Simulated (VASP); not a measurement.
# Ru (P6_3/mmc) in VASP: notebook, part 2 of 2

VASP 6.6.1.

## Step 4: Single point, PBE

This run uses another cell than the first one, of 14.39 Å³/atom, 1.039 times its volume.

Contents of INCAR:

```
SYSTEM = Ru
PREC = Accurate
ENCUT = 520
EDIFF = 1E-6
ISMEAR = -1
SIGMA = 0.15
LREAL = .FALSE.
LASPH = .TRUE.
NELM = 100
ALGO = Normal
ISIF = 2
LWAVE = .FALSE.
LCHARG = .TRUE.
GGA = PE
LELF = .TRUE.
LVHAR = .TRUE.
NBANDS = 21
```

Contents of KPOINTS:

```
regular mesh
0
G
  12 12 7
  0 0 0
```

Contents of POSCAR:

```
Ru
1.0
    2.7588683749      0.0000000000      0.0000000000
   -1.3794341875      2.3892505699      0.0000000000
    0.0000000000      0.0000000000      4.3658801443
Ru
2
Direct
    0.3333333333      0.6666666667      0.2500000000
    0.6666666667      0.3333333333      0.7500000000
```

Potentials or basis: VASP PAW PBE potentials, release 64 (Ru_pv).

Started as:

```bash
$ cat potpaw_PBE.64/Ru_pv/POTCAR > POTCAR
$ mpirun -np 1 vasp_std > vasp.out
```

OUTCAR:

```text
SYSTEM = Ru
   PREC = Accurate
   ENCUT = 520
   EDIFF = 1E-6
   ISMEAR = -1
   LREAL = .FALSE.
   LASPH = .TRUE.
   NELM = 100
   ISIF = 2
   GGA = PE

 ion  position               nearest neighbor table
   1  0.333  0.667  0.250-   2 2.70   2 2.70   2 2.70   2 2.70   2 2.70   2 2.70
   2  0.667  0.333  0.750-   1 2.70   1 2.70   1 2.70   1 2.70   1 2.70   1 2.70

  LATTYP: Found a hexagonal cell.
 ALAT       =     2.7588683749
 C/A-ratio  =     1.5824894671

  Lattice vectors:

 A1 = (   2.7588683749,   0.0000000000,   0.0000000000)
 A2 = (  -1.3794341875,   2.3892505699,   0.0000000000)
 A3 = (   0.0000000000,   0.0000000000,   4.3658801443)

Analysis of symmetry for initial positions (statically):
=====================================================================
 Subroutine PRICEL returns:
 Original cell was already a primitive cell.

 Routine SETGRP: Setting up the symmetry group for a
 hexagonal supercell.

 Subroutine GETGRP returns: Found 24 space group operations
 (whereof 12 operations were pure point group operations)
[... 155 lines left out ...]

 number of electron      28.0000012 magnetization

 Free energy of the ion-electron system (eV)
  ---------------------------------------------------
  ext. energy  EPLUGINS =         0.00000000
  ---------------------------------------------------
  free energy    TOTEN  =       -18.48839055 eV

  energy without entropy =      -18.35568531  energy(sigma->0) =      -18.42203793

 E-fermi :  11.8234     XC(G=0): -13.7614

 val. band max:       11.7775777992   @ k =   0.3333   0.2500   0.2857
 cond. band min:      11.8428199699   @ k =   0.3333   0.1667   0.2857
 fundamental gap:      0.0652421706
 Fermi energy:        11.8233503306

 k-point     1 :       0.0000    0.0000    0.0000
  band No.  band energies     occupation
      1     -31.6271      2.00000
      2     -30.8603      2.00000
      3     -30.8603      2.00000
      4     -30.7185      2.00000
      5     -30.7185      2.00000
      6     -30.6844      2.00000
[... 565 lines left out ...]
     20      22.3101      0.00000
     21      22.8034      0.00000

 [... further k-points ...]
[... 5 lines left out ...]
  --------------------------------------------------------------------------------------
  -------------------------------------------------------------------------------------
  Total       -2.0900131     -2.0900139     -2.3148557      0.0000000      0.0000000      0.0000000
  in kB     -116.3576944   -116.3577403   -128.8753971      0.0000000      0.0000000      0.0000000
  external PRESSURE =    -120.5302773 kB  Pullay stress =       0.0000000 kB

 VOLUME and BASIS-vectors are now :
 -----------------------------------------------------------------------------
  energy-cutoff  :      520.00
  volume of cell :       28.78
      direct lattice vectors                 reciprocal lattice vectors
     2.758868375  0.000000000  0.000000000     0.362467456  0.209270642  0.000000000
    -1.379434188  2.389250570  0.000000000     0.000000000  0.418541283  0.000000000
     0.000000000  0.000000000  4.365880144     0.000000000  0.000000000  0.229048890

 POSITION                                       TOTAL-FORCE (eV/Angst)
 -----------------------------------------------------------------------------------
     -0.00000      1.59283      1.09147        -0.000000      0.000000      0.000000
      1.37943      0.79642      3.27441         0.000000     -0.000000      0.000000
 -----------------------------------------------------------------------------------
    total drift:                                0.000000     -0.000000      0.000000

  FREE ENERGIE OF THE ION-ELECTRON SYSTEM (eV)
  ---------------------------------------------------
  free  energy   TOTEN  =       -18.4883905466 eV

  energy  without entropy=      -18.3556853052  energy(sigma->0) =      -18.42203793
```

OSZICAR:

```text
N       E                     dE             d eps       ncg     rms          rms(c)
DAV:   1     0.285633648466E+03    0.28563E+03   -0.17494E+04  3192   0.147E+03
DAV:   2    -0.141771590756E+02   -0.29981E+03   -0.29099E+03  3265   0.442E+02
DAV:   3    -0.198382954419E+02   -0.56611E+01   -0.56276E+01  3697   0.681E+01
DAV:   4    -0.198816086838E+02   -0.43313E-01   -0.43246E-01  4013   0.565E+00
DAV:   5    -0.198821544948E+02   -0.54581E-03   -0.54266E-03  3674   0.564E-01    0.155E+01
DAV:   6    -0.185596096294E+02    0.13225E+01   -0.31249E+00  3602   0.172E+01    0.363E+00
DAV:   7    -0.184951713814E+02    0.64438E-01   -0.32013E-01  3687   0.415E+00    0.952E-01
DAV:   8    -0.184887342428E+02    0.64371E-02   -0.16541E-02  3503   0.918E-01    0.280E-01
DAV:   9    -0.184883812638E+02    0.35298E-03   -0.95898E-04  3668   0.327E-01    0.321E-02
DAV:  10    -0.184883946652E+02   -0.13401E-04   -0.57933E-05  3617   0.780E-02    0.198E-02
DAV:  11    -0.184883906837E+02    0.39815E-05   -0.11790E-05  3650   0.315E-02    0.240E-03
DAV:  12    -0.184883905466E+02    0.13709E-06   -0.17755E-07  2159   0.458E-03
   1 F= -.18488391E+02 E0= -.18422038E+02  d E =-.132705E+00
```

Run time: 36 s. Hardware: 1 thread of Intel Xeon Platinum 8259CL at 2.50GHz (Skylake/Cascade Lake), shared host; peak memory 0.17 GiB.

What came out:

| Item | Value |
| --- | --- |
| Free energy | -18.4884 eV |
| Pressure | -12.1 GPa |
| Band gap on the k mesh | zero (band 14 reaches 13.10 eV, above the bottom of band 15 at 10.39 eV) |

## Step 5: The runs side by side

| cell | gap on the mesh (eV) | pressure (GPa) |
| --- | --- | --- |
| a = 2.724, b = 2.724, c = 4.310 Å, angles 90.0, 90.0, 120.0°, 2 atoms | none | -1.5 |
| a = 2.741, b = 2.741, c = 4.338 Å, angles 90.0, 90.0, 120.0°, 2 atoms | none | -7.1 |
| a = 2.759, b = 2.759, c = 4.366 Å, angles 90.0, 90.0, 120.0°, 2 atoms | none | -12.1 |

Alike in all rows: task single point; level PBE; potentials or basis VASP PAW PBE potentials, release 64 (Ru_pv); no spin polarisation; k mesh 12 × 12 × 7; cutoff (eV) 520; smearing fermi-dirac 0.15 eV.

Total energies depend on the potentials used, so only differences within one code and one set of settings carry meaning.
